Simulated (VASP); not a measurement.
Input of a VASP 6.6.1 run:

The input INCAR:

```
SYSTEM = CaO
  ALGO = Normal
  EDIFF = 1E-6
  EDIFFG = -0.01
  ENCUT = 600
  GGA = PE
  IBRION = 2
  ISIF = 3
  ISMEAR = 0
  LASPH = .TRUE.
  LCHARG = .FALSE.
  LREAL = .FALSE.
  LWAVE = .FALSE.
  NELM = 100
  NSW = 100
  PREC = Accurate
  SIGMA = 0.02
```

KPOINTS

```
k-points
0
G
  8 8 8
  0 0 0
```

File POSCAR:

```
CaO
1.0
    0.0000000000      2.4146832835      2.4146832835
    2.4146832835      0.0000000000      2.4146832835
    2.4146832835      2.4146832835      0.0000000000
Ca O
1 1
Direct
    0.5000000000      0.5000000000      0.5000000000
    0.0000000000      0.0000000000      0.0000000000
```

Potentials or basis: VASP PAW PBE potentials, release 64 (Ca_sv, O).

Command:

```bash
$ cat potpaw_PBE.64/Ca_sv/POTCAR potpaw_PBE.64/O/POTCAR > POTCAR
$ mpirun -np 1 vasp_std > vasp.out
```

Predict the band gap on the k mesh.

3.64 eV, indirect (least direct gap 4.02 eV).

Predict the relaxed volume.

14.15 Å³/atom.

Predict the space group after relaxing (to 0.05 Å).

Fm-3m (No. 225).

Final structure:
```
CELL_PARAMETERS angstrom
0.00000 2.41889 2.41889
2.41889 0.00000 2.41889
2.41889 2.41889 0.00000
ATOMIC_POSITIONS crystal
Ca 0.50000 0.50000 0.50000
O 0.00000 0.00000 0.00000
```

A k mesh can miss the band edges. As with any semilocal functional, this PBE gap is likely too small.
